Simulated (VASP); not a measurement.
The system is AlN.

```
CELL_PARAMETERS angstrom
0.00000 2.13941 2.13941
2.13941 0.00000 2.13941
2.13941 2.13941 0.00000
ATOMIC_POSITIONS crystal
Al 0.00000 0.00000 0.00000
N 0.25000 0.25000 0.25000
```

Program: VASP 6.6.1. Alike in all runs: task single point; potentials or basis VASP PAW PBE potentials, release 64 (Al, N); no spin polarisation; cell as given; smearing fermi-dirac 0.05 eV.

Order these runs on this cell by their band gap on the k mesh, lowest first.
A. level r2SCAN+D3(BJ); k mesh 10 × 10 × 10; cutoff (eV) 520
B. level PBEsol; k mesh 10 × 10 × 10; cutoff (eV) 520
C. level BLYP+D3(BJ); k mesh 10 × 10 × 10; cutoff (eV) 520
D. level revPBE+D4; k mesh 10 × 10 × 10; cutoff (eV) 600
E. level B3LYP5; k mesh 5 × 5 × 5; cutoff (eV) 520; grid for exact exchange (PRECFOCK) Normal

B (3.21 eV), D (3.38 eV), C (3.71 eV), A (3.98 eV), E (5.96 eV).

Caveats: some runs use coarse meshes.

A k mesh can miss the band edges, odd and even meshes differently.
